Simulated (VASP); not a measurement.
Set up this calculation in VASP 6.6.1, as the native input.

- Task: single point
- Functional: PBEsol
- Potentials or basis: VASP PAW PBE potentials, release 64 (In_d, Se)
- Cutoff: 520 eV
- k mesh: 6 × 6 × 6
- Occupations: gaussian, width 0.1 eV
- Spin: no spin polarisation
- Dipole correction: no
- Further INCAR settings: ALGO = Normal; EDIFF = 1e-06; NBANDS = 30

The structure of In3Se lies in POSCAR:

```
In3Se
1.0
    4.8037580000      0.0000000000      0.0000000000
    0.0000000000      4.8037580000      0.0000000000
    0.0000000000      0.0000000000      4.8037580000
In Se
3 1
Direct
    0.0000000000      0.5000000000      0.5000000000
    0.5000000000      0.0000000000      0.5000000000
    0.5000000000      0.5000000000      0.0000000000
    0.0000000000      0.0000000000      0.0000000000
```

These files were run (other wordings do the same):

INCAR

```
PREC = Accurate ; ENCUT = 520
EDIFF = 1E-6 ; ISMEAR = 0
SIGMA = 0.1 ; LREAL = False
LASPH = True ; NELM = 80
ALGO = Normal ; ISIF = 2
LWAVE = False ; LCHARG = True
GGA = PS ; LELF = True
LVHAR = True ; NBANDS = 30
```

KPOINTS

```
regular mesh
0
Gamma
  6 6 6
```

Potentials or basis: VASP PAW PBE potentials, release 64 (In_d, Se).

Run with:

```bash
$ cat potpaw_PBE.64/In_d/POTCAR potpaw_PBE.64/Se/POTCAR > POTCAR
$ mpirun -np 1 vasp_std > vasp.out
```

It gave:

The pressure is -3.0 GPa.

Caveat: the PAW data sets were made with another functional, which shifts forces and pressure a little.

It took 20 s on 1 thread of Intel(R) Xeon(R) 6975P-C (Granite Rapids) (shared host), peak memory 0.22 GiB.
